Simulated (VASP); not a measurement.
Here is a VASP 6.6.1 calculation.

INCAR

```
SYSTEM = Ti
  ALGO = Fast
  EDIFF = 1E-7
  ENCUT = 520
  GGA = PS
  ISIF = 2
  ISMEAR = 0
  LASPH = .TRUE.
  LCHARG = .TRUE.
  LELF = .TRUE.
  LREAL = .FALSE.
  LVHAR = .TRUE.
  LWAVE = .FALSE.
  NBANDS = 12
  NELM = 60
  PREC = Accurate
  SIGMA = 0.15
```

The input KPOINTS:

```
k-points
0
G
  28 28 28
  0 0 0
```

File POSCAR:

```
Ti
1.0
   -1.6944683669      1.6944683669      1.4402981119
    1.6944683669     -1.6944683669      1.4402981119
    1.6944683669      1.6944683669     -1.4402981119
Ti
1
Direct
    0.0000000000      0.0000000000      0.0000000000
```

Potentials or basis: VASP PAW PBE potentials, release 64 (Ti_sv).

The run is started by

```bash
$ cat potpaw_PBE.64/Ti_sv/POTCAR > POTCAR
$ mpirun -np 1 vasp_std > vasp.out
```

Problem. Predict the band gap on the k mesh.

Solution. Zero (band 6 reaches 9.41 eV, above the bottom of band 7 at 7.91 eV).

Problem. What does it give for the pressure?

Solution. -0.3 GPa.

Stress tensor (GPa, compression positive):
```
-0.62  0.00  0.00
 0.00 -0.62  0.00
 0.00  0.00  0.39
```

Caveat: the PAW data sets were made with another functional, which shifts forces and pressure a little.
